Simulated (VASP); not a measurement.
Wanted: the native input for a VASP 6.6.1 run.

| Item | Value |
| --- | --- |
| Task | single point |
| Functional | PBE |
| Potentials or basis | VASP PAW PBE potentials, release 64 (Ga_d) |
| Cutoff | 520 eV |
| k mesh | 4 × 4 × 4 |
| Occupations | gaussian, width 0.1 eV |
| Spin | no spin polarisation |
| Dipole correction | no |
| Further INCAR settings | ALGO = Fast; EDIFF = 1e-06; NBANDS = 26 |

The structure of Ga lies in POSCAR:

```
Ga
1.0
    3.9424164048      0.0000000000      0.0000000000
    0.0000000000      3.9424164048      0.0000000000
    0.0000000000      0.0000000000      3.9424164048
Ga
3
Direct
    0.0000000000      0.5000000000      0.5000000000
    0.5000000000      0.0000000000      0.5000000000
    0.5000000000      0.5000000000      0.0000000000
```

These files were run (other wordings do the same):

INCAR

```
PREC = Accurate
ENCUT = 520
EDIFF = 1E-6
ISMEAR = 0
SIGMA = 0.1
LREAL = F
LASPH = T
NELM = 60
ALGO = Fast
ISIF = 2
LWAVE = F
LCHARG = T
GGA = PE
LELF = T
LVHAR = T
NBANDS = 26
```

KPOINTS

```
regular mesh
0
Gamma
  4 4 4
```

Potentials or basis: VASP PAW PBE potentials, release 64 (Ga_d).

The run is started by

```sh
$ cat potpaw_PBE.64/Ga_d/POTCAR > POTCAR
$ mpirun -np 1 vasp_std > vasp.out
```

Results of the run:

The pressure is 0.1 GPa.

Caveat: the k points lie up to 0.40 Å⁻¹ apart.

It took 37 s on 1 thread of AMD EPYC 7R13 (shared host), peak memory 0.13 GiB.
